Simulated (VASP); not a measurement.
# B11N12 (a cell with a defect) in VASP: notebook

The runs below take B11N12 (a cell with a defect) through single point, with PBEsol.

Program: VASP 6.6.1. These are calculated values, not measurements. Logs are shortened: lines on timing, memory, paths and dates and some standing lists are left out, and cuts for length are marked.

**1. The cell of the first run**

The cell holds a defect, 23 atoms: a = 6.269 Å, b = 6.269 Å, c = 7.112 Å, α = 64.75°, β = 64.75°, γ = 73.63°.

**2. Single point, PBEsol**

Contents of INCAR:

```
SYSTEM = B11N12
PREC = Accurate ; ENCUT = 520
EDIFF = 1E-7 ; ISMEAR = 0
SIGMA = 0.05 ; LREAL = Auto
LASPH = .TRUE. ; NELM = 60
ALGO = Normal ; ISIF = 2
LWAVE = .FALSE. ; LCHARG = .FALSE.
GGA = PS ; NBANDS = 64
```

Contents of KPOINTS:

```
Automatic mesh
0
G
  4 4 4
  0 0 0
```

Contents of POSCAR:

```
B11N12
1.0
   -3.7562920096      3.6144936715     -3.4815292169
    3.7562920096      3.6144936715     -3.4815292169
    0.0000000000     -1.4457974686     -6.9630584338
B N
11 12
Direct
    0.5805413475      0.9126071179      0.2546184280
    0.8379046491      0.1705829942      0.4966824331
    0.5039163711      0.5045712722      0.4966824331
    0.2459404633      0.2472079367      0.2546184918
   -0.0014360467     -0.0002196875     -0.0002771071
    0.7531654053      0.7486399318      0.7502516158
    0.6654977840      0.3321645402      0.0013135707
    0.4155859194      0.0822526756      0.7512002715
    0.9192730373      0.5859397936      0.2468618594
    0.3331137233      0.6652306079     -0.0002771709
    0.0819732773      0.4198319945      0.7502516796
    0.3403433807      0.0070101369      0.3307683832
    0.7483543562      0.0831611301      0.0844540579
   -0.0000956435      0.3379587454      0.3312068628
    0.6712921802      0.6665710350      0.3312069186
    0.4164943739      0.4150211125      0.0844540579
    0.1662128820      0.1664420974      0.8344621872
    0.8984912556      0.9273678710      0.5897598223
    0.8322841529      0.4989509091      0.8350476005
    0.5819891579      0.2486559142      0.5858139711
    0.0846212876      0.7512880413      0.0797117034
    0.4997753751      0.8328796697      0.8344621233
    0.2607012165      0.5651578448      0.5897598862
```

Potentials or basis: VASP PAW PBE potentials, release 64 (B, N).

Run with:

```
> cat potpaw_PBE.64/B/POTCAR potpaw_PBE.64/N/POTCAR > POTCAR
> mpirun -np 1 vasp_std > vasp.out
```

OUTCAR:

```text
SYSTEM = B11N12
   PREC = Accurate
   ENCUT = 520
   EDIFF = 1E-7
   ISMEAR = 0
   LREAL = Auto
   LASPH = .TRUE.
   NELM = 60
   ISIF = 2
   GGA = PS

 ion  position               nearest neighbor table
   1  0.581  0.913  0.255-  12 1.41  15 1.43  13 1.47
   2  0.838  0.171  0.497-  18 1.39  14 1.43  20 1.47
   3  0.504  0.505  0.497-  23 1.39  15 1.43  20 1.47
   4  0.246  0.247  0.255-  12 1.41  14 1.43  16 1.47
   5  0.999  1.000  1.000-  21 1.44  17 1.45  13 1.45
   6  0.753  0.749  0.750-  18 1.41  19 1.44  22 1.46
   7  0.665  0.332  0.001-  13 1.44  16 1.44  19 1.45
   8  0.416  0.082  0.751-  20 1.44  22 1.44  17 1.44
   9  0.919  0.586  0.247-  15 1.43  14 1.43  21 1.44
  10  0.333  0.665  1.000-  21 1.44  22 1.45  16 1.45
  11  0.082  0.420  0.750-  23 1.41  19 1.44  17 1.46
  12  0.340  0.007  0.331-   4 1.41   1 1.41
  13  0.748  0.083  0.084-   7 1.44   5 1.45   1 1.47
  14  1.000  0.338  0.331-   2 1.43   9 1.43   4 1.43
  15  0.671  0.667  0.331-   3 1.43   9 1.43   1 1.43
  16  0.416  0.415  0.084-   7 1.44  10 1.45   4 1.47
  17  0.166  0.166  0.834-   8 1.44   5 1.45  11 1.46
  18  0.898  0.927  0.590-   2 1.39   6 1.41
  19  0.832  0.499  0.835-   6 1.44  11 1.44   7 1.45
  20  0.582  0.249  0.586-   8 1.44   3 1.47   2 1.47
  21  0.085  0.751  0.080-   9 1.44   5 1.44  10 1.44
  22  0.500  0.833  0.834-   8 1.44  10 1.45   6 1.46
  23  0.261  0.565  0.590-   3 1.39  11 1.41

  LATTYP: Found a base centered monoclinic cell.
 ALAT       =    10.0370533902
 B/A-ratio  =     0.7484850112
 C/A-ratio  =     0.7085322469
 COS(beta)  =    -0.5328232170

  Lattice vectors:

 A1 = (   3.7562920096,  -3.6144936715,   3.4815292169)
 A2 = (  -3.7562920096,  -3.6144936715,   3.4815292169)
 A3 = (   0.0000000000,  -1.4457974686,  -6.9630584338)

Analysis of symmetry for initial positions (statically):
=====================================================================
 Subroutine PRICEL returns:
 Original cell was already a primitive cell.

 Routine SETGRP: Setting up the symmetry group for a
 base centered monoclinic supercell.

 Subroutine GETGRP returns: Found  2 space group operations
 (whereof  1 operations were pure point group operations)
 out of a pool of  4 trial point group operations.

The static configuration has the point symmetry C_1 .
 The point group associated with its full space group is C_1h.

Analysis of symmetry for dynamics (positions and initial velocities):
[... 158 lines left out ...]
   NFREE  =      0    steps in history (QN), initial steepest desc. (CG)
   ISIF   =      2    stress and relaxation
   ISYM   =      2    0-nonsym 1-usesym 2-fastsym
   POTIM  = 0.5000    time-step for ionic-motion
   TEBEG  =    0.0;   TEEND  =   0.0 temperature during run
   PSTRESS=    0.0 pullay stress
   NELECT =      93.0000    total number of electrons
   NUPDOWN=      -1.0000    fix difference up-down
   EMIN   =  10.00;   EMAX   =-10.00  energy-range for DOS
   EFERMI =   0.00;   METHOD = LEGACY
   ISMEAR =     0;   SIGMA  =   0.05  broadening in eV -4-tet -1-fermi 0-gaus
   EFERMI_NEDOS =   21; number of points for ismear=-14 and -15
   IALGO  =     38    algorithm
   IMIX   =      4    mixing-type and parameters
     AMIX     =   0.40;   BMIX     =  1.00
     AMIX_MAG =   1.60;   BMIX_MAG =  1.00
  volume/ion in A,a.u.               =       9.86        66.57
  Fermi-wavevector in a.u.,A,eV,Ry     =   1.216083  2.298063 20.121073  1.478857
  Thomas-Fermi vector in A             =   2.351448
   LORBIT       =      0    0 simple, 1 ext, 2 COOP (PROOUT), +10 PAW based schemes
   GGA     = PS    functional components
   LHFCALC =     F    Hartree Fock is set to
   AEXX    =    0.0000 exact exchange contribution
   IVDW    =     0    specifies the selected vdW correction
   LEPSILON=     F    determine dielectric tensor
   LRPA    =     F    only Hartree local field effects (RPA)
 non-spin polarized calculation
 Gauss-broadening in eV      SIGMA  =   0.05
  energy-cutoff  :      520.00
  volume of cell :      226.89
 maximum number of plane-waves:      6130
 NGX is ok and might be reduce to    48
   NGX = 23   NGY = 23   NGZ = 27

 number of electron      93.0000011 magnetization

 Free energy of the ion-electron system (eV)
  ---------------------------------------------------
  ext. energy  EPLUGINS =         0.00000000
  ---------------------------------------------------
  free energy    TOTEN  =      -202.02740971 eV

  energy without entropy =     -202.01392863  energy(sigma->0) =     -202.02066917

 E-fermi :   1.4530     XC(G=0):  -9.8128

 val. band max:        1.4520503056   @ k =   0.0000   0.0000   0.5000
 cond. band min:       1.4640871912   @ k =   0.0000   0.0000   0.0000
 fundamental gap:      0.0120368855
 Fermi energy:         1.4529748124

 k-point     1 :       0.0000    0.0000    0.0000
  band No.  band energies     occupation
      1     -16.3239      2.00000
      2     -15.0930      2.00000
      3     -15.0396      2.00000
      4     -14.6749      2.00000
      5     -14.4365      2.00000
      6     -14.0186      2.00000
[... 1453 lines left out ...]
     57       9.2129      0.00000
     58       9.3714      0.00000
 [bands above 58 left out]

------------------------ aborting loop because EDIFF is reached ----------------------------------------

  FORCE on cell =-STRESS in cart. coord.  units (eV):
  Direction    XX          YY          ZZ          XY          YZ          ZX
  --------------------------------------------------------------------------------------
  -------------------------------------------------------------------------------------
  Total        2.8379316      0.3377383     -0.2646169      0.0000000      0.0135286      0.0000000
  in kB       20.0398473      2.3849146     -1.8685732      0.0000000      0.0955312      0.0000000
  external PRESSURE =       6.8520629 kB  Pullay stress =       0.0000000 kB

 VOLUME and BASIS-vectors are now :
 -----------------------------------------------------------------------------
  energy-cutoff  :      520.00
  volume of cell :      226.89
      direct lattice vectors                 reciprocal lattice vectors
    -3.756292010  3.614493672 -3.481529217    -0.133109992  0.115276635 -0.023935842
     3.756292010  3.614493672 -3.481529217     0.133109992  0.115276635 -0.023935842
     0.000000000 -1.445797469 -6.963058434     0.000000000 -0.115276635 -0.119679210

 POSITION                                       TOTAL-FORCE (eV/Angst)
 -----------------------------------------------------------------------------------
      1.24734      5.02885     -6.97136        -0.009370     -0.004058      0.001022
     -2.50666      2.92707     -6.96951        -0.003824      0.012671     -0.000483
      0.00246      2.92707     -6.96951         0.003824      0.012671     -0.000483
      0.00476      1.41436     -3.48983         0.009370     -0.004058      0.001022
      0.00457      5.77761    -13.91842        -0.000522     -0.001366      0.000291
     -0.01700      4.34355    -10.45263        -0.011161     -0.004798     -0.002399
[... 15 lines left out ...]
      1.25124      3.61041    -10.45009         0.000598      0.000673      0.000793
      1.14363      2.13239     -6.98179         0.018321      0.011694      0.002835
 -----------------------------------------------------------------------------------
    total drift:                               -0.002742     -0.001073     -0.000195

  FREE ENERGIE OF THE ION-ELECTRON SYSTEM (eV)
  ---------------------------------------------------
  free  energy   TOTEN  =      -202.0274097118 eV

  energy  without entropy=     -202.0139286301  energy(sigma->0) =     -202.02066917
```

OSZICAR:

```text
N       E                     dE             d eps       ncg     rms          rms(c)
DAV:   1     0.459055367569E+03    0.45906E+03   -0.47092E+04  3072   0.134E+03
DAV:   2    -0.177579127283E+03   -0.63663E+03   -0.60887E+03  3856   0.311E+02
DAV:   3    -0.219053698259E+03   -0.41475E+02   -0.41014E+02  3672   0.818E+01
[... 11 lines left out ...]
DAV:  15    -0.202027410313E+03   -0.40185E-04   -0.11520E-04  3608   0.579E-02    0.724E-02
DAV:  16    -0.202027402652E+03    0.76603E-05   -0.71971E-05  3576   0.391E-02    0.313E-02
DAV:  17    -0.202027409322E+03   -0.66695E-05   -0.34662E-05  3488   0.250E-02    0.761E-03
DAV:  18    -0.202027409784E+03   -0.46263E-06   -0.18960E-06  3752   0.666E-03    0.546E-03
DAV:  19    -0.202027409712E+03    0.72678E-07   -0.37041E-07  3272   0.309E-03
   1 F= -.20202741E+03 E0= -.20202067E+03  d E =-.134811E-01
```

Run time: 5.1 min. Hardware: 1 thread of Intel Xeon 6975P-C (Granite Rapids), shared host; peak memory 0.44 GiB.

Results:

```
Free energy            : -202.0274 eV
Pressure               : 0.7 GPa
Largest force          : 0.025 eV/Å
Band gap on the k mesh : zero (an odd number of electrons rules out a gap without spin polarisation)
```

Forces on the atoms (eV/Å):
```
B   -0.009 -0.004  0.001
B   -0.004  0.013  0.000
B    0.004  0.013  0.000
B    0.009 -0.004  0.001
B   -0.001 -0.001  0.000
B   -0.011 -0.005 -0.002
B    0.000  0.005  0.001
B    0.000  0.001  0.000
B    0.000 -0.005 -0.001
B    0.001 -0.001  0.000
B    0.011 -0.005 -0.002
N    0.000 -0.024 -0.007
N    0.000  0.000 -0.001
N   -0.001 -0.007  0.001
N    0.001 -0.007  0.001
N    0.000  0.000 -0.001
N   -0.001  0.001  0.001
N   -0.018  0.012  0.003
N    0.000  0.008  0.000
N    0.000 -0.002  0.001
N    0.000  0.001  0.000
N    0.001  0.001  0.001
N    0.018  0.012  0.003
```

Levels at points of the mesh, in eV from the Fermi level:
| k point | band 44 | band 45 | band 46 | band 47 | band 48 | band 49 | band 50 | band 51 |
| --- | --- | --- | --- | --- | --- | --- | --- | --- |
| (0.00, 0.00, 0.00) | -0.51 | -0.03 | 0.01 | 0.19 | 0.56 | 4.54 | 4.85 | 4.98 |
| (0.50, 0.00, 0.00) | -0.95 | -0.72 | -0.29 | -0.23 | 0.32 | 5.13 | 5.15 | 5.33 |
| (0.50, 0.50, 0.00) | -0.81 | -0.04 | 0.00 | 0.18 | 0.57 | 4.32 | 4.53 | 5.29 |
| (0.00, 0.00, 0.50) | -0.37 | -0.35 | -0.14 | 0.00 | 0.55 | 5.17 | 5.23 | 5.33 |
| (0.50, 0.00, 0.50) | -0.66 | -0.59 | -0.30 | -0.17 | 0.25 | 4.37 | 4.74 | 5.06 |
| (0.50, 0.50, 0.50) | -0.91 | -0.89 | -0.35 | -0.01 | 0.55 | 4.78 | 4.87 | 5.05 |

Caveat: the PAW data sets were made with another functional, which shifts forces and pressure a little.

**3. Single point, PBEsol**

Contents of INCAR:

```
  ALGO = Normal
  EDIFF = 1E-6
  ENCUT = 520
  GGA = PS
  ISIF = 2
  ISMEAR = 0
  LASPH = T
  LCHARG = F
  LREAL = Auto
  LWAVE = F
  NBANDS = 64
  NELM = 100
  PREC = Accurate
  SIGMA = 0.05
```

Contents of KPOINTS:

```
k-points
0
Gamma
  4 4 4
```

Contents of POSCAR:

```
B11N12
1.0
   -3.7562920096      3.6144936715     -3.4815292169
    3.7562920096      3.6144936715     -3.4815292169
    0.0000000000     -1.4457974686     -6.9630584338
B N
11 12
Direct
    0.5821642417      0.9154974854      0.2513124020
    0.8359395568      0.1692728031      0.4968612332
    0.4972079583      0.4959402187      0.5046175669
    0.2497801096      0.2485637505      0.2497222029
   -0.0013600732      0.0031654003      0.0002520015
    0.7545716768      0.7539165095      0.7466834230
    0.6698320548      0.3319733376      0.0002519377
    0.4205832078      0.0879048652      0.7466833672
    0.9152304051      0.5831135204      0.2497221390
    0.3322527838      0.6655860275      0.0012007690
    0.1626068419      0.8305413352      0.5046175669
    0.3331608215     -0.0016459498      0.3344530727
    0.7489508593      0.0822841056      0.0850468497
    0.0012879702      0.3346212139      0.3297112013
    0.6650208378      0.6664940992      0.3344530088
    0.4164420620      0.4162128466      0.0844619665
    0.1773684841      0.1484918686      0.8397629744
    0.9165708322      0.9212919774      0.5812062286
    0.8151585471      0.5107019188      0.8397630303
    0.5879585666      0.2499041776      0.5812062925
    0.0828796028      0.7497753057      0.0844619665
    0.4986562336      0.8319894773      0.8358152004
    0.2570102843      0.5903435281      0.5807680610
```

Potentials or basis: VASP PAW PBE potentials, release 64 (B, N).

Run with:

```
> cat potpaw_PBE.64/B/POTCAR potpaw_PBE.64/N/POTCAR > POTCAR
> mpirun -np 1 vasp_std > vasp.out
```

OUTCAR:

```text
EDIFF = 1E-6
   ENCUT = 520
   GGA = PS
   ISIF = 2
   ISMEAR = 0
   LASPH = T
   LREAL = Auto
   NELM = 100
   PREC = Accurate

 ion  position               nearest neighbor table
   1  0.582  0.915  0.251-  15 1.44  12 1.44  13 1.45
   2  0.836  0.169  0.497-  18 1.43  20 1.43  14 1.44
   3  0.497  0.496  0.505-  23 1.41  20 1.43  15 1.47
   4  0.250  0.249  0.250-  14 1.44  16 1.45  12 1.45
   5  0.999  0.003  0.000-  17 1.41  13 1.44  21 1.46
   6  0.755  0.754  0.747-  19 1.39  18 1.43  22 1.47
[... 8 lines left out ...]
  15  0.665  0.666  0.334-   1 1.44   9 1.45   3 1.47
  16  0.416  0.416  0.084-  10 1.44   4 1.45   7 1.46
  17  0.177  0.148  0.840-   8 1.39   5 1.41
  18  0.917  0.921  0.581-   6 1.43   2 1.43  11 1.43
  19  0.815  0.511  0.840-   6 1.39   7 1.41
  20  0.588  0.250  0.581-   8 1.43   2 1.43   3 1.43
  21  0.083  0.750  0.084-  10 1.44   9 1.45   5 1.46
  22  0.499  0.832  0.836-  10 1.44   8 1.47   6 1.47
  23  0.257  0.590  0.581-   3 1.41  11 1.41

  LATTYP: Found a base centered monoclinic cell.
 ALAT       =    10.0370533902
 B/A-ratio  =     0.7484850112
[... 231 lines left out ...]
 fundamental gap:      0.0119720496
 Fermi energy:         1.4530217945

 k-point     1 :       0.0000    0.0000    0.0000
  band No.  band energies     occupation
      1     -16.3240      2.00000
      2     -15.0931      2.00000
      3     -15.0397      2.00000
      4     -14.6750      2.00000
      5     -14.4366      2.00000
      6     -14.0187      2.00000
[... 1453 lines left out ...]
     57       9.2129      0.00000
     58       9.3714      0.00000
 [bands above 58 left out]

------------------------ aborting loop because EDIFF is reached ----------------------------------------

  FORCE on cell =-STRESS in cart. coord.  units (eV):
  Direction    XX          YY          ZZ          XY          YZ          ZX
  --------------------------------------------------------------------------------------
  -------------------------------------------------------------------------------------
  Total        2.8339480      0.3344992     -0.2658805      0.0000000      0.0140906      0.0000000
  in kB       20.0117171      2.3620415     -1.8774957      0.0000000      0.0994994      0.0000000
  external PRESSURE =       6.8320877 kB  Pullay stress =       0.0000000 kB

 VOLUME and BASIS-vectors are now :
 -----------------------------------------------------------------------------
  energy-cutoff  :      520.00
  volume of cell :      226.89
      direct lattice vectors                 reciprocal lattice vectors
    -3.756292010  3.614493672 -3.481529217    -0.133109992  0.115276635 -0.023935842
     3.756292010  3.614493672 -3.481529217     0.133109992  0.115276635 -0.023935842
     0.000000000 -1.445797469 -6.963058434     0.000000000 -0.115276635 -0.119679210

 POSITION                                       TOTAL-FORCE (eV/Angst)
 -----------------------------------------------------------------------------------
      1.25210      5.04994     -6.96406         0.000000      0.001988      0.002172
     -2.50419      2.91497     -6.95935         0.000000     -0.003819     -0.000963
     -0.00476      2.86015     -6.97136        -0.011081     -0.005496      0.000429
     -0.00457      1.44021     -3.47383         0.000539     -0.001683     -0.000025
     -3.73929      3.62065     -3.48957         0.014339     -0.006120     -0.002817
     -0.00246      4.37287    -10.45105        -0.002798      0.014210     -0.000335
[... 15 lines left out ...]
      1.25210      3.60119    -10.45251         0.000000     -0.001698      0.001132
      1.25210      2.22308     -6.99401         0.000000     -0.024660     -0.006552
 -----------------------------------------------------------------------------------
    total drift:                                0.001976     -0.002563     -0.000424

  FREE ENERGIE OF THE ION-ELECTRON SYSTEM (eV)
  ---------------------------------------------------
  free  energy   TOTEN  =      -202.0273815547 eV

  energy  without entropy=     -202.0139055344  energy(sigma->0) =     -202.02064354
```

stdout:

```text
POSCAR found type information on POSCAR B N
 POSCAR found :  2 types and      23 ions
 scaLAPACK will be used
 -----------------------------------------------------------------------------
|                                                                             |
|                                                                             |
|     You enforced a specific xc type in the INCAR file but a different       |
|     I HOPE YOU KNOW WHAT YOU ARE DOING!                                     |
|                                                                             |
 -----------------------------------------------------------------------------

 LDA part: xc-table for (Slater+PW92), standard interpolation
 POSCAR, INCAR and KPOINTS ok, starting setup
 FFT: planning ... GRIDC
 FFT: planning ... GRID_SOFT
 FFT: planning ... GRID
 WAVECAR not read
 entering main loop
```

Wall time 5.5 min (1 thread of Intel Xeon 6975P-C (Granite Rapids), shared host); peak memory 0.44 GiB.

What came out:

| Item | Value |
| --- | --- |
| Free energy | -202.0274 eV |
| Pressure | 0.7 GPa |
| Largest force | 0.026 eV/Å |
| Band gap on the k mesh | zero (an odd number of electrons rules out a gap without spin polarisation) |

Forces on the atoms (eV/Å):
```
B    0.000  0.002  0.002
B    0.000 -0.004 -0.001
B   -0.011 -0.005  0.000
B    0.001 -0.002  0.000
B    0.014 -0.006 -0.003
B   -0.003  0.014  0.000
B   -0.014 -0.006 -0.003
B    0.003  0.014  0.000
B   -0.001 -0.002  0.000
B    0.000  0.004 -0.001
B    0.011 -0.005  0.000
N    0.000  0.000 -0.001
N    0.000  0.008  0.001
N    0.000  0.001  0.000
N    0.000  0.000 -0.001
N    0.001  0.001  0.002
N    0.019  0.012  0.003
N   -0.001 -0.007  0.001
N   -0.019  0.012  0.003
N    0.001 -0.007  0.001
N   -0.001  0.001  0.002
N    0.000 -0.002  0.001
N    0.000 -0.025 -0.007
```

Stress tensor (GPa, compression positive):
```
 2.00  0.00  0.00
 0.00  0.24  0.01
 0.00  0.01 -0.19
```

Caveat: the PAW data sets were made with another functional, which shifts forces and pressure a little.
